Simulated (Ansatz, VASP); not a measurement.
One calculation of BiTe, two programs

The input INCAR:

```
PREC = Accurate ; ENCUT = 500
EDIFF = 1E-6 ; ISMEAR = 0
SIGMA = 0.05 ; LREAL = False
LASPH = True ; NELM = 120
ALGO = Normal ; ISIF = 2
LWAVE = False ; LCHARG = False
GGA = PE ; NBANDS = 18
GGA_COMPAT = False
```

KPOINTS

```
regular mesh
0
Gamma
  10 10 8
```

Contents of POSCAR:

```
BiTe
1.0
    4.1497576262      0.0000000000      0.0000000000
   -2.0748788131      3.5937955239      0.0000000000
    0.0000000000      0.0000000000      4.4405072890
Bi Te
1 1
Direct
    0.0000000000      0.0000000000      0.0000000000
    0.6666666667      0.3333333333      0.5000000000
```

Input for Ansatz:

```yaml
crystal:
  lattice:
    - [4.149757626236, 0.0, 0.0]
    - [-2.074878813118, 3.593795523869, 0.0]
    - [0.0, 0.0, 4.440507289]
  atoms:
    - { symbol: Bi, position: [-3.700743415525e-17, 0.0, 0.0] }
    - { symbol: Te, position: [0.6666666666667, 0.3333333333333, 0.5] }
basis:
  ecutwfc: 420
  ecutrho_ratio: 4
  precision: f64
kpoints:
  mp_grid: { grid: [10, 10, 8] }
hamiltonian:
  xc: pbe
scf:
  occupations: { method: gaussian, width: 0.05 }
  eigensolver: { kind: davidson }
output:
  forces: true
  stress: true
  write_density: true
  write_potential: true
  elf: true
  volumetric_format: npy
```

Alike in both runs: task single point; functional PBE; k mesh 10 × 10 × 8; occupations gaussian, width 0.05 eV; no spin polarisation.

|  | VASP | Ansatz |
| --- | --- | --- |
| version | VASP 6.6.1 | Ansatz 0.2.0 |
| potentials or method | VASP PAW PBE potentials, release 64 (Bi_d, Te), cutoff 500 eV | scalar-relativistic, plane waves, PAW |
| valence electrons in the cell | 21 | 31 |

```csv
,VASP,Ansatz,Ansatz less VASP
gap on the k mesh at the Fermi level (eV),none,none,-
pressure (GPa),0.0,0.0,+0.05
```

A gap of «none» marks a metal or a gap that the smearing closes. With one functional, cell and mesh, what is left measures potentials, basis and numerics. VASP's potentials hold 21 valence electrons a cell and Ansatz's 31, so a difference there can come from the potentials and not from the codes.

Neither program's run includes spin-orbit coupling.
